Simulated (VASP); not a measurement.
Set up this calculation in VASP 6.6.1, as the native input.

| Item | Value |
| --- | --- |
| Task | single point |
| Functional | PBE |
| Potentials or basis | VASP PAW PBE potentials, release 64 (Al, N) |
| Cutoff | 520 eV |
| k mesh | 9 × 9 × 1 |
| Occupations | gaussian, width 0.1 eV |
| Spin | no spin polarisation |
| Dipole correction | yes |
| Further INCAR settings | ALGO = Normal; EDIFF = 1e-06; NBANDS = 24 |

The structure of Al8N lies in POSCAR:

```
Al8N
1.0
    2.8543223330      0.0000000000      0.0000000000
   -1.4271611665      2.4719156510      0.0000000000
    0.0000000000      0.0000000000     33.4760593533
Al N
8 1
Direct
    0.3333333333      0.6666666667      0.1194883770
    0.0000000000      0.0000000000      0.1895622803
    0.6666666667      0.3333333333      0.2596361837
    0.0000000000      0.0000000000      0.3297100869
    0.3333333333      0.6666666667      0.3992195594
    0.0000000000      0.0000000000      0.4696536480
    0.6666666667      0.3333333333      0.5400996810
    0.0000000000      0.0000000000      0.6116627748
    0.1111111111     -0.1111111111      0.6621466141
```

These files were run (other wordings do the same):

INCAR

```
SYSTEM = Al8N
ALGO = Normal ; DIPOL = 0.5 0.5 0.398
EDIFF = 1E-6 ; ENCUT = 520
GGA = PE ; IDIPOL = 3
ISIF = 2 ; ISMEAR = 0
LASPH = .TRUE. ; LCHARG = .TRUE.
LDIPOL = .TRUE. ; LELF = .TRUE.
LREAL = .FALSE. ; LVACPOTAV = .TRUE.
LVHAR = .TRUE. ; LWAVE = .FALSE.
NBANDS = 24 ; NELM = 100
PREC = Accurate ; SIGMA = 0.1
```

KPOINTS

```
k-points
0
G
  9 9 1
  0 0 0
```

Potentials or basis: VASP PAW PBE potentials, release 64 (Al, N).

Command:

```console
$ cat potpaw_PBE.64/Al/POTCAR potpaw_PBE.64/N/POTCAR > POTCAR
$ mpirun -np 1 vasp_std > vasp.out
```

It gave:

```yaml
Largest_force: 1.338 eV/Å
```

Wall time 5.2 min on 1 thread of Intel(R) Xeon(R) Platinum 8259CL CPU @ 2.50GHz (Skylake/Cascade Lake), on a shared host, peak memory 0.42 GiB.
